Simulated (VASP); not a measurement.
# W in VASP: single point with revPBE

Aim: the single point of W with revPBE.

Everything below comes from runs of VASP 6.6.1. Logs are shortened: lines on timing, memory, paths and dates and some standing lists are left out, and cuts for length are marked.

### Step 1. The cell of the first run

The cell holds a slab with vacuum, 12 atoms: a = 4.461 Å, b = 4.461 Å, c = 25.016 Å, α = 90.00°, β = 90.00°, γ = 120.00°.

### Step 2. Single point, revPBE

INCAR reads:

```
SYSTEM = W
PREC = Accurate
ENCUT = 400
EDIFF = 1E-6
ISMEAR = -4
SIGMA = 0.1
LREAL = .False.
LASPH = .True.
NELM = 120
ALGO = Normal
ISIF = 2
LWAVE = .False.
LCHARG = .False.
LDIPOL = .True.
IDIPOL = 3
DIPOL = 0.5 0.5 0.500
GGA = RE
NBANDS = 96
GGA_COMPAT = .False.
NELMDL = -8
```

KPOINTS reads:

```
Automatic mesh
0
Gamma
  14 14 1
  0 0 0
```

POSCAR reads:

```
W
1.0
    4.4609390818      0.0000000000      0.0000000000
   -2.2304695409      3.8632865695      0.0000000000
    0.0000000000      0.0000000000     25.0164391470
W
12
Direct
    0.6666666667      0.3333333333      0.2998028599
    0.3333333333      0.6666666667      0.3362023399
    0.0000000000      0.0000000000      0.3726018199
    0.6666666667      0.3333333333      0.4090012999
    0.3333333333      0.6666666667      0.4454007800
    0.0000000000      0.0000000000      0.4818002600
    0.6666666667      0.3333333333      0.5181997400
    0.3333333333      0.6666666667      0.5545992200
    0.0000000000      0.0000000000      0.5909987001
    0.6666666667      0.3333333333      0.6273981801
    0.3333333333      0.6666666667      0.6637976601
    0.0000000000      0.0000000000      0.7001971401
```

Potentials or basis: VASP PAW PBE potentials, release 64 (W_sv).

Started as:

```sh
> cat potpaw_PBE.64/W_sv/POTCAR > POTCAR
> mpirun -np 1 vasp_std > vasp.out
```

OUTCAR:

```text
SYSTEM = W
   PREC = Accurate
   ENCUT = 400
   EDIFF = 1E-6
   ISMEAR = -4
   LREAL = .False.
   LASPH = .True.
   NELM = 120
   ISIF = 2
   GGA = RE
   NELMDL = -8

 ion  position               nearest neighbor table
   1  0.667  0.333  0.300-   4 2.73   2 2.73   2 2.73   2 2.73   3 3.15   3 3.15   3 3.15
   2  0.333  0.667  0.336-   1 2.73   3 2.73   1 2.73   3 2.73   3 2.73   1 2.73   5 2.73   4 3.15
                             4 3.15   4 3.15
   3  0.000  0.000  0.373-   2 2.73   4 2.73   2 2.73   4 2.73   4 2.73   2 2.73   6 2.73   1 3.15
                             1 3.15   1 3.15   5 3.15   5 3.15   5 3.15
   4  0.667  0.333  0.409-   1 2.73   3 2.73   3 2.73   3 2.73   5 2.73   5 2.73   7 2.73   5 2.73
                             2 3.15   2 3.15   2 3.15   6 3.15   6 3.15   6 3.15
   5  0.333  0.667  0.445-   8 2.73   6 2.73   6 2.73   6 2.73   4 2.73   4 2.73   2 2.73   4 2.73
                             7 3.15   7 3.15   7 3.15   3 3.15   3 3.15   3 3.15
   6  0.000  0.000  0.482-   5 2.73   7 2.73   5 2.73   7 2.73   7 2.73   5 2.73   3 2.73   9 2.73
                             8 3.15   8 3.15   8 3.15   4 3.15   4 3.15   4 3.15
   7  0.667  0.333  0.518-   8 2.73   6 2.73   8 2.73   6 2.73   6 2.73   8 2.73   4 2.73  10 2.73
                             5 3.15   5 3.15   5 3.15   9 3.15   9 3.15   9 3.15
   8  0.333  0.667  0.555-   5 2.73   7 2.73   7 2.73   7 2.73   9 2.73  11 2.73   9 2.73   9 2.73
                             6 3.15   6 3.15   6 3.15  10 3.15  10 3.15  10 3.15
   9  0.000  0.000  0.591-  12 2.73  10 2.73  10 2.73  10 2.73   8 2.73   6 2.73   8 2.73   8 2.73
                            11 3.15  11 3.15  11 3.15   7 3.15   7 3.15   7 3.15
  10  0.667  0.333  0.627-  11 2.73   9 2.73  11 2.73   9 2.73   9 2.73  11 2.73   7 2.73  12 3.15
                            12 3.15  12 3.15   8 3.15   8 3.15   8 3.15
  11  0.333  0.667  0.664-  10 2.73  12 2.73  10 2.73  12 2.73  12 2.73  10 2.73   8 2.73   9 3.15
                             9 3.15   9 3.15
  12  0.000  0.000  0.700-   9 2.73  11 2.73  11 2.73  11 2.73  10 3.15  10 3.15  10 3.15

  LATTYP: Found a hexagonal cell.
 ALAT       =     4.4609390818
 C/A-ratio  =     5.6078862966

  Lattice vectors:

 A1 = (   4.4609390818,   0.0000000000,   0.0000000000)
 A2 = (  -2.2304695409,   3.8632865695,   0.0000000000)
 A3 = (   0.0000000000,   0.0000000000,  25.0164391470)

Analysis of symmetry for initial positions (statically):
=====================================================================
 Subroutine PRICEL returns:
 Original cell was already a primitive cell.

 Routine SETGRP: Setting up the symmetry group for a
 hexagonal supercell.

 Subroutine GETGRP returns: Found 12 space group operations
 (whereof  6 operations were pure point group operations)
 out of a pool of 24 trial point group operations.

The static configuration has the point symmetry C_3v.
 The point group associated with its full space group is D_3d.

Analysis of symmetry for dynamics (positions and initial velocities):
=====================================================================
 Subroutine PRICEL returns:
 Original cell was already a primitive cell.

 Routine SETGRP: Setting up the symmetry group for a
 hexagonal supercell.

 Subroutine GETGRP returns: Found 12 space group operations
 (whereof  6 operations were pure point group operations)
 out of a pool of 24 trial point group operations.

The dynamic configuration has the point symmetry C_3v.
 The point group associated with its full space group is D_3d.

 Subroutine INISYM returns: Found 12 space group operations
 (whereof  6 operations are pure point group operations),
 and found     1 'primitive' translations

----------------------------------------------------------------------------------------

                                     Primitive cell

  volume of cell :     431.1305

  direct lattice vectors                    reciprocal lattice vectors
     4.460939082  0.000000000  0.000000000     0.224168047  0.129423482  0.000000000
    -2.230469541  3.863286570  0.000000000     0.000000000  0.258846964  0.000000000
     0.000000000  0.000000000 25.016439147     0.000000000  0.000000000  0.039973715

  length of vectors
     4.460939082  4.460939082 25.016439147     0.258846964  0.258846964  0.039973715

  position of ions in fractional coordinates (direct lattice)
     0.666666667  0.333333333  0.299802860
     0.333333333  0.666666667  0.336202340
     0.000000000  0.000000000  0.372601820
     0.666666667  0.333333333  0.409001300
[... 46 lines left out ...]

 Subroutine IBZKPT returns following result:
 ===========================================

 Found     24 irreducible k-points:

 Following reciprocal coordinates:
            Coordinates               Weight
  0.000000  0.000000  0.000000      1.000000
  0.071429  0.000000  0.000000      6.000000
  0.142857  0.000000  0.000000      6.000000
  0.214286  0.000000  0.000000      6.000000
  0.285714  0.000000  0.000000      6.000000
  0.357143 -0.000000  0.000000      6.000000
[... 16 lines left out ...]
  0.285714  0.285714  0.000000      6.000000
  0.357143  0.285714  0.000000      6.000000
   k-points           NKPTS =     24   k-points in BZ     NKDIM =     24   number of bands    NBANDS=     96
   number of dos      NEDOS =    301   number of ions     NIONS =     12
   total plane-waves  NPLWV = 151200
   dimension x,y,z NGX =    30 NGY =   30 NGZ =  168
   dimension x,y,z NGXF=    60 NGYF=   60 NGZF=  336
   ions per type =              12
   NGX,Y,Z   is equivalent  to a cutoff of  11.18, 11.18, 11.16 a.u.
   NGXF,Y,Z  is equivalent  to a cutoff of  22.36, 22.36, 22.33 a.u.
 SYSTEM =  W
   PREC   = accura    normal or accurate (medium, high low for compatibility)
   ISTART =      0    job   : 0-new  1-cont  2-samecut
   ICHARG =      2    charge: 1-file 2-atom 10-const
   ISPIN  =      1    spin polarized calculation?
   LNONCOLLINEAR =      F non collinear calculations
   LSORBIT =      F    spin-orbit coupling
   LASPH  =      T    aspherical Exc in radial PAW
   ENCUT  =  400.0 eV  29.40 Ry    5.42 a.u.   7.27  7.27 40.80*2*pi/ulx,y,z
   NELM   =    120;   NELMIN=  2; NELMDL= -8     # of ELM steps
   EDIFF  = 0.1E-05   stopping-criterion for ELM
   LREAL  =      F    real-space projection
   EDIFFG = 0.1E-04   stopping-criterion for IOM
   NSW    =      0    number of steps for IOM
   IBRION =     -1    ionic relax: 0-MD 1-quasi-New 2-CG
   NFREE  =      0    steps in history (QN), initial steepest desc. (CG)
   ISIF   =      2    stress and relaxation
   ISYM   =      2    0-nonsym 1-usesym 2-fastsym
   POTIM  = 0.5000    time-step for ionic-motion
   TEBEG  =    0.0;   TEEND  =   0.0 temperature during run
   PSTRESS=    0.0 pullay stress
   NELECT =     168.0000    total number of electrons
   NUPDOWN=      -1.0000    fix difference up-down
   EMIN   =  10.00;   EMAX   =-10.00  energy-range for DOS
   EFERMI =   0.00;   METHOD = LEGACY
   ISMEAR =    -4;   SIGMA  =   0.10  broadening in eV -4-tet -1-fermi 0-gaus
   EFERMI_NEDOS =   21; number of points for ismear=-14 and -15
   IALGO  =     38    algorithm
   IMIX   =      4    mixing-type and parameters
     AMIX     =   0.40;   BMIX     =  1.00
     AMIX_MAG =   1.60;   BMIX_MAG =  1.00
  volume/ion in A,a.u.               =      35.93       242.45
  Fermi-wavevector in a.u.,A,eV,Ry     =   1.195754  2.259647 19.453972  1.429827
  Thomas-Fermi vector in A             =   2.331711
   LORBIT       =      0    0 simple, 1 ext, 2 COOP (PROOUT), +10 PAW based schemes
   GGA     = RE    functional components
   LHFCALC =     F    Hartree Fock is set to
   AEXX    =    0.0000 exact exchange contribution
   IVDW    =     0    specifies the selected vdW correction
   LEPSILON=     F    determine dielectric tensor
   LRPA    =     F    only Hartree local field effects (RPA)
 non-spin polarized calculation
 Fermi weights with tetrahedron method witout Bloechl corrections
  energy-cutoff  :      400.00
  volume of cell :      431.13
 maximum number of plane-waves:      7911
 NGX is ok and might be reduce to    30
   NGX = 15   NGY = 15   NGZ = 81

 number of electron     168.0000044 magnetization

 dipolmoment           0.000000      0.000000     -0.000000 electrons x Angstroem

 Free energy of the ion-electron system (eV)
  ---------------------------------------------------
  ext. energy  EPLUGINS =         0.00000000
  ---------------------------------------------------
  free energy    TOTEN  =      -141.85646105 eV

  energy without entropy =     -141.85646105  energy(sigma->0) =     -141.85646105

 E-fermi :   2.9195     XC(G=0):  -6.9881

 val. band max:        2.9393117656   @ k =   0.2143   0.2143   0.0000
 cond. band min:       2.9121429654   @ k =   0.0714   0.0714   0.0000
 fundamental gap:     -0.0271688002
 Fermi energy:         2.9195255561

 k-point     1 :       0.0000    0.0000    0.0000
  band No.  band energies     occupation
      1     -71.2383      2.00000
      2     -71.2157      2.00000
      3     -71.1727      2.00000
      4     -71.1480      2.00000
      5     -71.0739      2.00000
      6     -71.0714      2.00000
[... 2365 lines left out ...]
     95       4.2825      0.00000
     96       4.3182      0.00000

------------------------ aborting loop because EDIFF is reached ----------------------------------------

 vacuum level on the upper side and lower side of the slab       (xc-potential included)        -0.200        -0.200

  FORCE on cell =-STRESS in cart. coord.  units (eV):
  Direction    XX          YY          ZZ          XY          YZ          ZX
  --------------------------------------------------------------------------------------
  -------------------------------------------------------------------------------------
  Total       -0.0161715     -0.0161715     -2.2143371     -0.0000000      0.0000000      0.0000000
  in kB       -0.0600971     -0.0600971     -8.2289724     -0.0000000      0.0000000      0.0000000
  external PRESSURE =      -2.7830555 kB  Pullay stress =       0.0000000 kB

 VOLUME and BASIS-vectors are now :
 -----------------------------------------------------------------------------
  energy-cutoff  :      400.00
  volume of cell :      431.13
      direct lattice vectors                 reciprocal lattice vectors
     4.460939082  0.000000000  0.000000000     0.224168047  0.129423482  0.000000000
    -2.230469541  3.863286570  0.000000000     0.000000000  0.258846964  0.000000000
     0.000000000  0.000000000 25.016439147     0.000000000  0.000000000  0.039973715

 POSITION                                       TOTAL-FORCE (eV/Angst)
 -----------------------------------------------------------------------------------
      2.23047      1.28776      7.50000        -0.000000     -0.000000      2.028765
     -0.00000      2.57552      8.41059         0.000000      0.000000     -0.220611
      0.00000      0.00000      9.32117         0.000000     -0.000000     -1.480080
      2.23047      1.28776     10.23176        -0.000000      0.000000     -1.144696
     -0.00000      2.57552     11.14234         0.000000     -0.000000     -0.674437
      0.00000      0.00000     12.05293         0.000000      0.000000      0.010971
      2.23047      1.28776     12.96351        -0.000000      0.000000     -0.010971
     -0.00000      2.57552     13.87410        -0.000000      0.000000      0.674437
      0.00000      0.00000     14.78468         0.000000      0.000000      1.144696
      2.23047      1.28776     15.69527         0.000000      0.000000      1.480080
     -0.00000      2.57552     16.60585        -0.000000     -0.000000      0.220611
      0.00000      0.00000     17.51644         0.000000      0.000000     -2.028765
 -----------------------------------------------------------------------------------
    total drift:                               -0.000000      0.000000      0.000000

  FREE ENERGIE OF THE ION-ELECTRON SYSTEM (eV)
  ---------------------------------------------------
  free  energy   TOTEN  =      -141.8564610535 eV

  energy  without entropy=     -141.8564610535  energy(sigma->0) =     -141.85646105

 vacuum level on the upper side and lower side of the slab         6.603         6.603
```

Run time: 24 min. Hardware: 1 thread of Intel Xeon Platinum 8559C (Emerald Rapids), shared host; peak memory 0.62 GiB.

Results:

```yaml
Free_energy: -141.8565 eV
Largest_force: 2.029 eV/Å
Band_gap_on_the_k_mesh: zero (bands 84 and 85 overlap by 0.19 eV)
```

Forces on the atoms (eV/Å):
```
W    0.000  0.000  2.029
W    0.000  0.000 -0.221
W    0.000  0.000 -1.480
W    0.000  0.000 -1.145
W    0.000  0.000 -0.674
W    0.000  0.000  0.011
W    0.000  0.000 -0.011
W    0.000  0.000  0.674
W    0.000  0.000  1.145
W    0.000  0.000  1.480
W    0.000  0.000  0.221
W    0.000  0.000 -2.029
```

Caveat: the PAW data sets were made with another functional, which shifts forces and pressure a little; spin-orbit coupling is left out, which moves the levels of the heavy elements; tetrahedron occupations give inexact forces and stress in metals.
